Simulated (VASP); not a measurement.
# Al (Fm-3m) in VASP: further runs

The runs below take Al through relaxation of cell and atoms, with r2SCAN.

All numbers are computed with VASP 6.6.1; they aren't measurements. Logs are shortened: lines on timing, memory, paths and dates and some standing lists are left out, and cuts for length are marked.

## Step 1: The cell of the first run

It takes space group Fm-3m (No. 225, cubic). The conventional cell has a = 4.030 Å, b = 4.030 Å, c = 4.030 Å, α = 90.00°, β = 90.00°, γ = 90.00°. Within 3.8 Å of Al (site symmetry m-3m) lie 12 Al at 2.85 Å.

## Step 2: Relaxation of cell and atoms, r2SCAN, target pressure -3 GPa, at which the enthalpy is minimised

Input file POSCAR:

```
Al
1.0
    0.0000000000      2.0149839633      2.0149839633
    2.0149839633      0.0000000000      2.0149839633
    2.0149839633      2.0149839633      0.0000000000
Al
1
Direct
    0.0000000000      0.0000000000      0.0000000000
```

Input file INCAR.step1:

```
PREC = Accurate
ENCUT = 600
ISMEAR = 0
SIGMA = 0.1
LREAL = F
LASPH = T
NELM = 80
GGA = PE
ALGO = Normal
EDIFF = 1E-4
LWAVE = T
LCHARG = F
```

Input file INCAR.step2:

```
PREC = Accurate
ENCUT = 600
EDIFF = 1E-6
ISMEAR = 0
SIGMA = 0.1
LREAL = F
LASPH = T
NELM = 80
ALGO = Normal
ISIF = 3
LWAVE = F
LCHARG = F
METAGGA = R2SCAN
LMIXTAU = T
IBRION = 2
NSW = 70
EDIFFG = -0.008
PSTRESS = -30.0
ISTART = 1
```

Input file KPOINTS:

```
Automatic mesh
0
Gamma
  18 18 18
```

Potentials or basis: VASP PAW PBE potentials, release 64 (Al).

Command:

```console
cat potpaw_PBE.64/Al/POTCAR > POTCAR
cp INCAR.step1 INCAR
mpirun -np 1 vasp_std > vasp.out
cp INCAR.step2 INCAR
mpirun -np 1 vasp_std > vasp.out
```

OUTCAR:

```text
PREC = Accurate
   ENCUT = 600
   EDIFF = 1E-6
   ISMEAR = 0
   LREAL = F
   LASPH = T
   NELM = 80
   ISIF = 3
   METAGGA = R2SCAN
   IBRION = 2
   NSW = 70
   EDIFFG = -0.008
   PSTRESS = -30.0
   ISTART = 1

 ion  position               nearest neighbor table
   1  0.000  0.000  0.000-

  LATTYP: Found a face centered cubic cell.
 ALAT       =     4.0299679266

  Lattice vectors:

 A1 = (   0.0000000000,   2.0149839633,   2.0149839633)
 A2 = (   2.0149839633,   0.0000000000,   2.0149839633)
 A3 = (   2.0149839633,   2.0149839633,   0.0000000000)

Analysis of symmetry for initial positions (statically):
[... 5 lines left out ...]
 face centered cubic supercell.

 Subroutine GETGRP returns: Found 48 space group operations
 (whereof 48 operations were pure point group operations)
 out of a pool of 48 trial point group operations.

The static configuration has the point symmetry O_h .

Analysis of symmetry for dynamics (positions and initial velocities):
[... 5 lines left out ...]
 face centered cubic supercell.

 Subroutine GETGRP returns: Found 48 space group operations
 (whereof 48 operations were pure point group operations)
 out of a pool of 48 trial point group operations.

The dynamic configuration has the point symmetry O_h .

 Subroutine INISYM returns: Found 48 space group operations
 (whereof 48 operations are pure point group operations),
 and found     1 'primitive' translations

----------------------------------------------------------------------------------------

                                     Primitive cell

  volume of cell :      16.3623

  direct lattice vectors                    reciprocal lattice vectors
     0.000000000  2.014983963  2.014983963    -0.248140933  0.248140933  0.248140933
     2.014983963  0.000000000  2.014983963     0.248140933 -0.248140933  0.248140933
     2.014983963  2.014983963  0.000000000     0.248140933  0.248140933 -0.248140933

  length of vectors
     2.849617649  2.849617649  2.849617649     0.429792703  0.429792703  0.429792703

  position of ions in fractional coordinates (direct lattice)
     0.000000000  0.000000000  0.000000000

  ion indices of the primitive-cell ions
   primitive index   ion index
                 1           1

----------------------------------------------------------------------------------------

 KPOINTS: Automatic mesh

Automatic generation of k-mesh.
 Grid dimensions read from file:
 generate k-points for:   18   18   18

 Generating k-lattice:

  Cartesian coordinates                     Fractional coordinates (reciprocal lattice)
    -0.013785607  0.013785607  0.013785607     0.055555556  0.000000000  0.000000000
     0.013785607 -0.013785607  0.013785607     0.000000000  0.055555556  0.000000000
     0.013785607  0.013785607 -0.013785607     0.000000000  0.000000000  0.055555556

  Length of vectors
     0.023877372  0.023877372  0.023877372

  Shift w.r.t. Gamma in fractional coordinates (k-lattice)
     0.000000000  0.000000000  0.000000000

 Subroutine IBZKPT returns following result:
 ===========================================

 Found    195 irreducible k-points:

 Following reciprocal coordinates:
            Coordinates               Weight
  0.000000  0.000000  0.000000      1.000000
  0.055556  0.000000  0.000000      8.000000
  0.111111  0.000000  0.000000      8.000000
  0.166667  0.000000  0.000000      8.000000
  0.222222  0.000000  0.000000      8.000000
  0.277778  0.000000  0.000000      8.000000
[... 16 lines left out ...]
 -0.277778  0.055556  0.000000     24.000000
 -0.222222  0.055556  0.000000     24.000000
 [... further k-points ...]
   k-points           NKPTS =    195   k-points in BZ     NKDIM =    195   number of bands    NBANDS=      5
   number of dos      NEDOS =    301   number of ions     NIONS =      1
   total plane-waves  NPLWV =  13824
   dimension x,y,z NGX =    24 NGY =   24 NGZ =   24
   dimension x,y,z NGXF=    48 NGYF=   48 NGZF=   48
   ions per type =               1
   NGX,Y,Z   is equivalent  to a cutoff of  14.00, 14.00, 14.00 a.u.
   NGXF,Y,Z  is equivalent  to a cutoff of  28.00, 28.00, 28.00 a.u.
 SYSTEM =  unknown system
   PREC   = accura    normal or accurate (medium, high low for compatibility)
   ISTART =      1    job   : 0-new  1-cont  2-samecut
   ICHARG =      0    charge: 1-file 2-atom 10-const
   ISPIN  =      1    spin polarized calculation?
   LNONCOLLINEAR =      F non collinear calculations
   LSORBIT =      F    spin-orbit coupling
   LASPH  =      T    aspherical Exc in radial PAW
   ENCUT  =  600.0 eV  44.10 Ry    6.64 a.u.   5.69  5.69  5.69*2*pi/ulx,y,z
   NELM   =     80;   NELMIN=  2; NELMDL=  0     # of ELM steps
   EDIFF  = 0.1E-05   stopping-criterion for ELM
   LREAL  =      F    real-space projection
   EDIFFG = -.8E-02   stopping-criterion for IOM
   NSW    =     70    number of steps for IOM
   IBRION =      2    ionic relax: 0-MD 1-quasi-New 2-CG
   NFREE  =      1    steps in history (QN), initial steepest desc. (CG)
   ISIF   =      3    stress and relaxation
   ISYM   =      2    0-nonsym 1-usesym 2-fastsym
   POTIM  = 0.5000    time-step for ionic-motion
   TEBEG  =    0.0;   TEEND  =   0.0 temperature during run
   PSTRESS=  -30.0 pullay stress
   NELECT =       3.0000    total number of electrons
   NUPDOWN=      -1.0000    fix difference up-down
   EMIN   =  10.00;   EMAX   =-10.00  energy-range for DOS
   EFERMI =   0.00;   METHOD = LEGACY
   ISMEAR =     0;   SIGMA  =   0.10  broadening in eV -4-tet -1-fermi 0-gaus
   EFERMI_NEDOS =   21; number of points for ismear=-14 and -15
   IALGO  =     38    algorithm
   IMIX   =      4    mixing-type and parameters
     AMIX     =   0.40;   BMIX     =  1.00
     AMIX_MAG =   1.60;   BMIX_MAG =  1.00
  volume/ion in A,a.u.               =      16.36       110.42
  Fermi-wavevector in a.u.,A,eV,Ry     =   0.930037  1.757515 11.768621  0.864969
  Thomas-Fermi vector in A             =   2.056383
   LORBIT       =      0    0 simple, 1 ext, 2 COOP (PROOUT), +10 PAW based schemes
   METAGGA = R2SCAN    functional components
   LHFCALC =     F    Hartree Fock is set to
   AEXX    =    0.0000 exact exchange contribution
   IVDW    =     0    specifies the selected vdW correction
   LEPSILON=     F    determine dielectric tensor
   LRPA    =     F    only Hartree local field effects (RPA)
 conjugate gradient relaxation of ions
 non-spin polarized calculation
 Gauss-broadening in eV      SIGMA  =   0.10
  energy-cutoff  :      600.00
  volume of cell :       16.36
 maximum number of plane-waves:       568
   NGX = 11   NGY = 11   NGZ = 11

--------------------------------------- Ionic step        1  -------------------------------------------

 number of electron       3.0000000 magnetization

 Free energy of the ion-electron system (eV)
  ---------------------------------------------------
  ext. energy  EPLUGINS =         0.00000000
  ---------------------------------------------------
  free energy    TOTEN  =        -6.73233114 eV

  energy without entropy =       -6.72961665  energy(sigma->0) =       -6.73097390

------------------------ aborting loop because EDIFF is reached ----------------------------------------

  FORCE on cell =-STRESS in cart. coord.  units (eV):
  Direction    XX          YY          ZZ          XY          YZ          ZX
  --------------------------------------------------------------------------------------
  -------------------------------------------------------------------------------------
  Total       -0.2797993     -0.2797993     -0.2797993     -0.0000000     -0.0000000      0.0000000
  in kB      -27.3975952    -27.3975952    -27.3975952     -0.0000000     -0.0000000      0.0000000
  external PRESSURE =       2.6024048 kB  Pullay stress =     -30.0000000 kB

 VOLUME and BASIS-vectors are now :
 -----------------------------------------------------------------------------
  energy-cutoff  :      600.00
  volume of cell :       16.36
      direct lattice vectors                 reciprocal lattice vectors
     0.000000000  2.014983963  2.014983963    -0.248140933  0.248140933  0.248140933
     2.014983963  0.000000000  2.014983963     0.248140933 -0.248140933  0.248140933
     2.014983963  2.014983963  0.000000000     0.248140933  0.248140933 -0.248140933

 POSITION                                       TOTAL-FORCE (eV/Angst)
 -----------------------------------------------------------------------------------
      0.00000      0.00000      0.00000         0.000000      0.000000      0.000000
 -----------------------------------------------------------------------------------
    total drift:                                0.000000     -0.000000     -0.000000

  FREE ENERGIE OF THE ION-ELECTRON SYSTEM (eV)
  ---------------------------------------------------
  free  energy   TOTEN  =        -6.7323311425 eV

  energy  without entropy=       -6.7296166499  energy(sigma->0) =       -6.73097390

  enthalpy is  TOTEN    =        -7.0387076422 eV   P V=       -0.3063764997

--------------------------------------- Ionic step        2  -------------------------------------------

 number of electron       3.0000000 magnetization

 Free energy of the ion-electron system (eV)
  ---------------------------------------------------
  ext. energy  EPLUGINS =         0.00000000
  ---------------------------------------------------
  free energy    TOTEN  =        -6.73117893 eV

  energy without entropy =       -6.72844288  energy(sigma->0) =       -6.72981090

 E-fermi :   8.0657     XC(G=0): -10.9227

 val. band max:        8.0554038281   @ k =  -0.4444   0.3333   0.1111
 cond. band min:       8.0712659926   @ k =  -0.2222   0.3889   0.1667
 fundamental gap:      0.0158621644
 Fermi energy:         8.0656849684

 k-point     1 :       0.0000    0.0000    0.0000
  band No.  band energies     occupation
      1      -3.8057      2.00000
      2      21.4116      0.00000
      3      21.4116      0.00000
      4      21.4116      0.00000
      5      23.3460      0.00000

 k-point     2 :       0.0556    0.0000    0.0000
  band No.  band energies     occupation
      1      -3.7162      2.00000
      2      19.8674      0.00000
      3      21.1316      0.00000
      4      21.1316      0.00000
      5      23.7676      0.00000

 k-point     3 :       0.1111    0.0000    0.0000
  band No.  band energies     occupation
      1      -3.4481      2.00000
      2      17.5172      0.00000
      3      20.6320      0.00000
      4      20.6320      0.00000
      5      23.8710      0.00000

 k-point     4 :       0.1667    0.0000    0.0000
  band No.  band energies     occupation
      1      -3.0023      2.00000
      2      15.1403      0.00000
      3      20.1799      0.00000
      4      20.1799      0.00000
      5      23.6792      0.00000

 k-point     5 :       0.2222    0.0000    0.0000
  band No.  band energies     occupation
      1      -2.3805      2.00000
      2      12.8415      0.00000
      3      19.8430      0.00000
      4      19.8430      0.00000
      5      23.4872      0.00000

 k-point     6 :       0.2778    0.0000    0.0000
  band No.  band energies     occupation
      1      -1.5850      2.00000
      2      10.6556      0.00000
      3      19.6411      0.00000
      4      19.6411      0.00000
      5      23.3140      0.00000
[... 113 lines left out ...]
 k-point    21 :      -0.3889    0.0556    0.0000
  band No.  band energies     occupation
      1       1.0047      2.00000
      2       6.1532      2.00000
      3      17.9394      0.00000
      4      20.1063      0.00000
      5      21.0419      0.00000

 k-point    22 :      -0.3333    0.0556    0.0000
  band No.  band energies     occupation
      1      -0.1818      2.00000
      2       8.0160      1.51780
      3      17.8065      0.00000
      4      20.8407      0.00000
      5      20.9531      0.00000

 k-point    23 :      -0.2778    0.0556    0.0000
  band No.  band energies     occupation
      1      -1.2036      2.00000
      2      10.0218      0.00000
      3      17.8263      0.00000
      4      20.8921      0.00000
      5      21.8360      0.00000

 k-point    24 :      -0.2222    0.0556    0.0000
  band No.  band energies     occupation
      1      -2.0559      2.00000
      2      12.1586      0.00000
      3      17.9986      0.00000
      4      21.0289      0.00000
      5      22.9015      0.00000

 [... further k-points ...]
[... 5 lines left out ...]
  --------------------------------------------------------------------------------------
  -------------------------------------------------------------------------------------
  Total       -0.3058172     -0.3058172     -0.3058172     -0.0000000     -0.0000000      0.0000000
  in kB      -29.8303502    -29.8303502    -29.8303502     -0.0000000     -0.0000000      0.0000000
  external PRESSURE =       0.1696498 kB  Pullay stress =     -30.0000000 kB

 VOLUME and BASIS-vectors are now :
 -----------------------------------------------------------------------------
  energy-cutoff  :      600.00
  volume of cell :       16.43
      direct lattice vectors                 reciprocal lattice vectors
    -0.000000000  2.017567483  2.017567483    -0.247823185  0.247823185  0.247823185
     2.017567483 -0.000000000  2.017567483     0.247823185 -0.247823185  0.247823185
     2.017567483  2.017567483  0.000000000     0.247823185  0.247823185 -0.247823185

 POSITION                                       TOTAL-FORCE (eV/Angst)
 -----------------------------------------------------------------------------------
      0.00000      0.00000      0.00000        -0.000000     -0.000000     -0.000000
 -----------------------------------------------------------------------------------
    total drift:                               -0.000000      0.000000     -0.000000

  FREE ENERGIE OF THE ION-ELECTRON SYSTEM (eV)
  ---------------------------------------------------
  free  energy   TOTEN  =        -6.7311789320 eV

  energy  without entropy=       -6.7284428760  energy(sigma->0) =       -6.72981090

  enthalpy is  TOTEN    =        -7.0387354090 eV   P V=       -0.3075564771

 reached required accuracy - stopping structural energy minimisation
```

Wall time 41 s (1 thread of Intel Xeon Platinum 8488C (Sapphire Rapids), shared host); peak memory 0.15 GiB.

What came out:

```
Free energy                                            : -6.7312 eV
Relaxed volume                                         : 16.43 Å³/atom
Relaxed cell                                           : a = 2.853 Å, b = 2.853 Å, c = 2.853 Å, α = 60.00°, β = 60.00°, γ = 60.00°
Space group after relaxing (to 0.05 Å)                 : Fm-3m (No. 225)
Energy change on relaxing (the enthalpy is what falls) : +1.2 meV/atom
Ionic steps                                            : 2
Pressure after relaxing                                : -3.0 GPa
```

The path:
```tsv
step	energy change (eV)	largest force (eV/Å)	pressure (GPa)	volume (Å³)
1	0.0000	0.0000	-2.74	16.36
2	0.0012	0.0000	-2.98	16.43
```

Final structure:
```cif
data_structure
_symmetry_space_group_name_H-M 'P 1'
_symmetry_Int_Tables_number 1
_cell_length_a 2.8533
_cell_length_b 2.8533
_cell_length_c 2.8533
_cell_angle_alpha 60.000
_cell_angle_beta 60.000
_cell_angle_gamma 60.000
_cell_volume 16.43
loop_
_atom_site_label
_atom_site_type_symbol
_atom_site_fract_x
_atom_site_fract_y
_atom_site_fract_z
_atom_site_occupancy
Al1 Al 0.00000 0.00000 0.00000 1
```

Caveat: the cell is relaxed towards a set pressure, so the enthalpy falls and the energy may rise; the PAW data sets were made with another functional, which shifts forces and pressure a little.

## Step 3: Relaxation of cell and atoms, r2SCAN, target pressure 30 GPa, at which the enthalpy is minimised

This run uses another cell than the first one, of 12.98 Å³/atom, 0.794 times its volume.

Input file POSCAR:

```
Al
1.0
    0.0000000000      1.8654961947      1.8654961947
    1.8654961947      0.0000000000      1.8654961947
    1.8654961947      1.8654961947      0.0000000000
Al
1
Direct
    0.0000000000      0.0000000000      0.0000000000
```

Input file INCAR.step1:

```
ALGO     = Normal         # electronic algorithm
EDIFF    = 1E-4           # SCF threshold, eV
ENCUT    = 600            # plane-wave cutoff, eV
GGA      = PE             # functional
ISMEAR   = 0              # smearing method
LASPH    = T              # aspherical terms in the spheres
LCHARG   = F              # write CHGCAR
LREAL    = F              # projectors in reciprocal space
LWAVE    = T              # write WAVECAR
NELM     = 100            # most SCF steps
PREC     = Accurate       # precision mode
SIGMA    = 0.1            # smearing width, eV
```

Input file INCAR.step2:

```
ALGO     = Normal         # electronic algorithm
EDIFF    = 1E-7           # SCF threshold, eV
EDIFFG   = -0.008         # ionic threshold
ENCUT    = 600            # plane-wave cutoff, eV
IBRION   = 2              # ionic algorithm
ISIF     = 3              # what is computed and relaxed
ISMEAR   = 0              # smearing method
ISTART   = 1            
LASPH    = T              # aspherical terms in the spheres
LCHARG   = F              # write CHGCAR
LMIXTAU  = T            
LREAL    = F              # projectors in reciprocal space
LWAVE    = F              # write WAVECAR
METAGGA  = R2SCAN         # meta-GGA
NELM     = 100            # most SCF steps
NSW      = 70             # ionic steps
PREC     = Accurate       # precision mode
PSTRESS  = 300.0        
SIGMA    = 0.1            # smearing width, eV
```

Input file KPOINTS:

```
k-points
0
Gamma
  20 20 20
```

Potentials or basis: VASP PAW PBE potentials, release 64 (Al).

Command:

```console
cat potpaw_PBE.64/Al/POTCAR > POTCAR
cp INCAR.step1 INCAR
mpirun -np 1 vasp_std > vasp.out
cp INCAR.step2 INCAR
mpirun -np 1 vasp_std > vasp.out
```

Wall time 97 s (1 thread of Intel Xeon Platinum 8488C (Sapphire Rapids), shared host); peak memory 0.15 GiB.

Results (log left out):

| Item | Value |
| --- | --- |
| Free energy | -6.5099 eV |
| Relaxed volume | 12.91 Å³/atom |
| Relaxed cell | a = 2.633 Å, b = 2.633 Å, c = 2.633 Å, α = 60.00°, β = 60.00°, γ = 60.00° |
| Space group after relaxing (to 0.05 Å) | Fm-3m (No. 225) |
| Energy change on relaxing (the enthalpy is what falls) | +14.0 meV/atom |
| Ionic steps | 3 |
| Pressure after relaxing | 29.9 GPa |

Step by step:
| step | energy change (eV) | largest force (eV/Å) | pressure (GPa) | volume (Å³) |
| --- | --- | --- | --- | --- |
| 1 | 0.0000 | 0.0000 | 28.69 | 12.98 |
| 2 | 0.0375 | 0.0000 | 31.91 | 12.79 |
| 3 | 0.0140 | 0.0000 | 29.91 | 12.91 |

Final structure:
```yaml
crystal:
  lattice:
    - [0.00000, 1.86182, 1.86182]
    - [1.86182, 0.00000, 1.86182]
    - [1.86182, 1.86182, 0.00000]
  atoms:
    - { symbol: Al, position: [0.00000, 0.00000, 0.00000] }
```

Levels at points of the mesh, in eV from the Fermi level:
```csv
k point,band 1,band 2,band 3,band 4,band 5
"(0.00, 0.00, 0.00)",-13.66,14.85,14.85,14.85,18.93
"(0.50, 0.00, 0.00)",-6.01,-4.87,13.36,13.36,15.41
"(0.50, 0.50, 0.00)",-3.72,-1.84,5.52,7.40,7.40
```

Caveat: the cell is relaxed towards a set pressure, so the enthalpy falls and the energy may rise; the PAW data sets were made with another functional, which shifts forces and pressure a little.
